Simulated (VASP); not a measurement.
# BP (F-43m) in VASP: a series of runs

BP is run at these levels: PBEsol-based screened hybrid with 25 % exact exchange; tasks: single point.

Program: VASP 6.6.1. These are calculated values, not measurements. Logs are shortened: lines on timing, memory, paths and dates and some standing lists are left out, and cuts for length are marked.

**1. The cell of the first run**

It takes space group F-43m (No. 216, cubic). The conventional cell has a = 4.568 Å, b = 4.568 Å, c = 4.568 Å, α = 90.00°, β = 90.00°, γ = 90.00°. P (site symmetry -43m) has 4 B at 1.98 Å within 2.6 Å. Within 2.6 Å of B (site symmetry -43m) lie 4 P at 1.98 Å.

**2. Single point, PBEsol-based screened hybrid with 25 % exact exchange**

The input, POSCAR:

```
BP
1.0
    0.0000000000      2.2840269280      2.2840269280
    2.2840269280      0.0000000000      2.2840269280
    2.2840269280      2.2840269280      0.0000000000
P B
1 1
Direct
    0.7500000000      0.7500000000      0.7500000000
    0.0000000000      0.0000000000      0.0000000000
```

The input, INCAR.step1:

```
ALGO     = Normal         # electronic algorithm
EDIFF    = 1E-5           # SCF threshold, eV
ENCUT    = 520            # plane-wave cutoff, eV
GGA      = PE             # functional
ISIF     = 2              # what is computed and relaxed
ISMEAR   = -1             # smearing method
LASPH    = T              # aspherical terms in the spheres
LREAL    = F              # projectors in reciprocal space
LWAVE    = T              # write WAVECAR
NBANDS   = 11             # bands
NELM     = 100            # most SCF steps
PREC     = Accurate       # precision mode
SIGMA    = 0.05           # smearing width, eV
```

The input, INCAR.step2:

```
AEXX     = 0.25           # exact-exchange fraction
ALGO     = Normal         # electronic algorithm
EDIFF    = 1E-6           # SCF threshold, eV
ENCUT    = 520            # plane-wave cutoff, eV
GGA      = PS             # functional
HFSCREEN = 0.207          # screening, 1/A
ISIF     = 2              # what is computed and relaxed
ISMEAR   = -1             # smearing method
ISTART   = 1            
LASPH    = T              # aspherical terms in the spheres
LCHARG   = T              # write CHGCAR
LELF     = T              # ELF
LHFCALC  = T              # exact exchange
LREAL    = F              # projectors in reciprocal space
LVHAR    = T            
LWAVE    = F              # write WAVECAR
NBANDS   = 11             # bands
NELM     = 100            # most SCF steps
PREC     = Accurate       # precision mode
PRECFOCK = Normal       
SIGMA    = 0.05           # smearing width, eV
```

The input, KPOINTS:

```
k-points
0
Gamma
  5 5 5
```

Potentials or basis: VASP PAW PBE potentials, release 64 (P, B).

Launch:

```sh
cat potpaw_PBE.64/P/POTCAR potpaw_PBE.64/B/POTCAR > POTCAR
cp INCAR.step1 INCAR
mpirun -np 1 vasp_std > vasp.out
cp INCAR.step2 INCAR
mpirun -np 1 vasp_std > vasp.out
```

OUTCAR:

```text
AEXX = 0.25
   EDIFF = 1E-6
   ENCUT = 520
   GGA = PS
   HFSCREEN = 0.207
   ISIF = 2
   ISMEAR = -1
   ISTART = 1
   LASPH = T
   LHFCALC = T
   LREAL = F
   NELM = 100
   PREC = Accurate
   PRECFOCK = Normal

 ion  position               nearest neighbor table
   1  0.750  0.750  0.750-   2 1.98   2 1.98   2 1.98   2 1.98
   2  0.000  0.000  0.000-   1 1.98   1 1.98   1 1.98   1 1.98

  LATTYP: Found a face centered cubic cell.
 ALAT       =     4.5680538560

  Lattice vectors:

 A1 = (   0.0000000000,   2.2840269280,   2.2840269280)
 A2 = (   2.2840269280,   0.0000000000,   2.2840269280)
 A3 = (   2.2840269280,   2.2840269280,   0.0000000000)

Analysis of symmetry for initial positions (statically):
=====================================================================
 Subroutine PRICEL returns:
 Original cell was already a primitive cell.

 Routine SETGRP: Setting up the symmetry group for a
 face centered cubic supercell.

 Subroutine GETGRP returns: Found 24 space group operations
 (whereof 24 operations were pure point group operations)
 out of a pool of 48 trial point group operations.

The static configuration has the point symmetry T_d .

Analysis of symmetry for dynamics (positions and initial velocities):
=====================================================================
 Subroutine PRICEL returns:
 Original cell was already a primitive cell.

 Routine SETGRP: Setting up the symmetry group for a
 face centered cubic supercell.

 Subroutine GETGRP returns: Found 24 space group operations
 (whereof 24 operations were pure point group operations)
 out of a pool of 48 trial point group operations.

The dynamic configuration has the point symmetry T_d .

 Subroutine INISYM returns: Found 24 space group operations
 (whereof 24 operations are pure point group operations),
 and found     1 'primitive' translations

----------------------------------------------------------------------------------------

                                     Primitive cell

  volume of cell :      23.8305

  direct lattice vectors                    reciprocal lattice vectors
     0.000000000  2.284026928  2.284026928    -0.218911605  0.218911605  0.218911605
     2.284026928  0.000000000  2.284026928     0.218911605 -0.218911605  0.218911605
     2.284026928  2.284026928  0.000000000     0.218911605  0.218911605 -0.218911605
[... 82 lines left out ...]
   EMIN   =  10.00;   EMAX   =-10.00  energy-range for DOS
   EFERMI =   0.00;   METHOD = LEGACY
   ISMEAR =    -1;   SIGMA  =   0.05  broadening in eV -4-tet -1-fermi 0-gaus
   EFERMI_NEDOS =   21; number of points for ismear=-14 and -15
   IALGO  =     38    algorithm
   IMIX   =      1    mixing-type and parameters
     AMIX     =   0.40;   BMIX     =  1.00
     AMIX_MAG =   1.60;   BMIX_MAG =  1.00
  volume/ion in A,a.u.               =      11.92        80.41
  Fermi-wavevector in a.u.,A,eV,Ry     =   1.137785  2.150102 17.613492  1.294555
  Thomas-Fermi vector in A             =   2.274490
   LORBIT       =      0    0 simple, 1 ext, 2 COOP (PROOUT), +10 PAW based schemes
   GGA     = PS    functional components
   LHFCALC =     T    Hartree Fock is set to
   PRECFOCK=normal    Normal, Fast or Accurate (Low or Medium for compatibility)
   ENCUT4O =  -1.0   cutoff for four orbital integrals eV
   NKREDX  =     1    reduce k-point grid by
   NKREDY  =     1    reduce k-point grid by
   NKREDZ  =     1    reduce k-point grid by
   AEXX    =    0.2500 exact exchange contribution
   HFSCREEN=    0.2070 screening length (either q_TF or 0.3 A-1)
   HFSCREENC=   0.2070 screening length for correlation (either q_TF or 0.3 A-1)
   ENCUTFOCK=  -1.0 apply spherical cutoff to Coloumb kernel
   IVDW    =     0    specifies the selected vdW correction
   LEPSILON=     F    determine dielectric tensor
   LRPA    =     F    only Hartree local field effects (RPA)
 non-spin polarized calculation
  energy-cutoff  :      520.00
  volume of cell :       23.83
 maximum number of plane-waves:       656
  NGX = 20; NGY = 20; NGZ = 20

 number of electron       7.9999999 magnetization

 Free energy of the ion-electron system (eV)
  ---------------------------------------------------
  ext. energy  EPLUGINS =         0.00000000
  ---------------------------------------------------
  free energy    TOTEN  =       -15.27348550 eV

  energy without entropy =      -15.27348550  energy(sigma->0) =      -15.27348550

 E-fermi :   7.7099     XC(G=0):  -9.0142

 val. band max:        6.7527487387   @ k =   0.0000   0.0000   0.0000
 cond. band min:       8.6906368716   @ k =   0.4000   0.4000   0.0000
 fundamental gap:      1.9378881329
 Fermi energy:         7.7098580316

 k-point     1 :       0.0000    0.0000    0.0000
  band No.  band energies     occupation
      1     -10.1656      2.00000
      2       6.7527      2.00000
      3       6.7527      2.00000
      4       6.7527      2.00000
      5      11.0372      0.00000
      6      11.0372      0.00000
      7      11.0372      0.00000
      8      15.1099      0.00000
      9      19.0549      0.00000
     10      20.1517      0.00000
     11      20.1517      0.00000
[... 113 lines left out ...]
 k-point    10 :      -0.4000    0.4000    0.2000
  band No.  band energies     occupation
      1      -5.5497      2.00000
      2      -1.5072      2.00000
      3       0.6612      2.00000
      4       2.1388      2.00000
      5      12.2781      0.00000
      6      13.3212      0.00000
      7      14.5816      0.00000
      8      18.5727      0.00000
      9      19.5446      0.00000
     10      22.6289      0.00000
     11      26.0985      0.00000

------------------------ aborting loop because EDIFF is reached ----------------------------------------

  FORCE on cell =-STRESS in cart. coord.  units (eV):
  Direction    XX          YY          ZZ          XY          YZ          ZX
  --------------------------------------------------------------------------------------
  -------------------------------------------------------------------------------------
  Total       -1.0006701     -1.0006701     -1.0006701      0.0000000      0.0000000     -0.0000000
  in kB      -67.2771906    -67.2771906    -67.2771906      0.0000000      0.0000000     -0.0000000
  external PRESSURE =     -67.2771906 kB  Pullay stress =       0.0000000 kB

 VOLUME and BASIS-vectors are now :
 -----------------------------------------------------------------------------
  energy-cutoff  :      520.00
  volume of cell :       23.83
      direct lattice vectors                 reciprocal lattice vectors
     0.000000000  2.284026928  2.284026928    -0.218911605  0.218911605  0.218911605
     2.284026928  0.000000000  2.284026928     0.218911605 -0.218911605  0.218911605
     2.284026928  2.284026928  0.000000000     0.218911605  0.218911605 -0.218911605

 POSITION                                       TOTAL-FORCE (eV/Angst)
 -----------------------------------------------------------------------------------
      3.42604      3.42604      3.42604        -0.000000     -0.000000      0.000000
      0.00000      0.00000      0.00000         0.000000      0.000000     -0.000000
 -----------------------------------------------------------------------------------
    total drift:                               -0.000000     -0.000000     -0.000000

  FREE ENERGIE OF THE ION-ELECTRON SYSTEM (eV)
  ---------------------------------------------------
  free  energy   TOTEN  =       -15.2734855005 eV

  energy  without entropy=      -15.2734855000  energy(sigma->0) =      -15.27348550
```

OUTCAR.step1:

```text
EDIFF = 1E-5
   ENCUT = 520
   GGA = PE
   ISIF = 2
   ISMEAR = -1
[... 343 lines left out ...]
 -----------------------------------------------------------------------------------
      3.42604      3.42604      3.42604        -0.000000     -0.000000      0.000000
      0.00000      0.00000      0.00000         0.000000      0.000000     -0.000000
 -----------------------------------------------------------------------------------
    total drift:                               -0.000000     -0.000000     -0.000000

  FREE ENERGIE OF THE ION-ELECTRON SYSTEM (eV)
  ---------------------------------------------------
  free  energy   TOTEN  =       -12.8771744152 eV

  energy  without entropy=      -12.8771741006  energy(sigma->0) =      -12.87717426
```

OSZICAR.step1:

```text
N       E                     dE             d eps       ncg     rms          rms(c)
DAV:   1     0.982380581289E+01    0.98238E+01   -0.41184E+03   220   0.660E+02
DAV:   2    -0.128167807944E+02   -0.22641E+02   -0.21196E+02   291   0.109E+02
DAV:   3    -0.135539514029E+02   -0.73717E+00   -0.73576E+00   279   0.171E+01
DAV:   4    -0.135566759441E+02   -0.27245E-02   -0.27243E-02   241   0.128E+00
DAV:   5    -0.135566916915E+02   -0.15747E-04   -0.15747E-04   262   0.970E-02    0.701E+00
DAV:   6    -0.129718914802E+02    0.58480E+00   -0.13743E+00   244   0.498E+00    0.378E+00
DAV:   7    -0.128844094173E+02    0.87482E-01   -0.21473E-01   266   0.231E+00    0.131E+00
DAV:   8    -0.128765843072E+02    0.78251E-02   -0.26916E-02   258   0.933E-01    0.194E-01
DAV:   9    -0.128769372242E+02   -0.35292E-03   -0.73044E-04   253   0.181E-01    0.123E-01
DAV:  10    -0.128771611244E+02   -0.22390E-03   -0.27147E-04   252   0.104E-01    0.281E-02
DAV:  11    -0.128771733733E+02   -0.12249E-04   -0.13623E-05   261   0.240E-02    0.339E-02
DAV:  12    -0.128771744152E+02   -0.10419E-05   -0.48209E-06   122   0.108E-02
   1 F= -.12877174E+02 E0= -.12877174E+02  d E =-.314560E-06
```

Wall time 3.3 min (1 thread of Intel Xeon Platinum 8259CL at 2.50GHz (Skylake/Cascade Lake), shared host); peak memory 0.24 GiB.

What came out:

| Item | Value |
| --- | --- |
| Free energy | -15.2735 eV |
| Pressure | -6.7 GPa |
| Band gap on the k mesh | 1.94 eV (least direct gap 4.28 eV) |

Caveat: the k points lie up to 0.48 Å⁻¹ apart; the PAW data sets were made with another functional, which shifts forces and pressure a little; an odd mesh through Γ misses points on the zone boundary, where band edges can lie.

(Part 1 of 2 ends here.)
